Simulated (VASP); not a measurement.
GaP, 2 atoms in the cell. The cell holds a wire or tube with vacuum around it, 2 atoms: a = 9.000 Å, b = 9.300 Å, c = 4.291 Å, α = 90.00°, β = 90.00°, γ = 90.00°. 

| Item | Value |
| --- | --- |
| Program | VASP 6.6.1 |
| Task | single point |
| Functional | PBE |
| Potentials or basis | VASP PAW PBE potentials, release 64 (Ga_d, P) |
| Cutoff | 520 eV |
| k mesh | 1 × 1 × 15 |
| Occupations | gaussian, width 0.05 eV |
| Spin | collinear spin |
| Starting moments | [0.5, 0.5] μB |
| Dipole correction | no |
| Further INCAR settings | ALGO = Normal; EDIFF = 1e-07; NBANDS = 20 |

Potentials or basis: VASP PAW PBE potentials, release 64 (Ga_d, P).

Run with:

```sh
$ cat potpaw_PBE.64/Ga_d/POTCAR potpaw_PBE.64/P/POTCAR > POTCAR
$ mpirun -np 1 vasp_std > vasp.out
```

Hardware: 1 thread of Intel(R) Xeon(R) 6975P-C (Granite Rapids), with other jobs on the host.

Problem. How long does it take, and how much memory?

Solution. Wall time 92 s on 1 thread of Intel(R) Xeon(R) 6975P-C (Granite Rapids), with other jobs on the host, peak memory 0.53 GiB. Counts: scf iterations 24, k points 8.
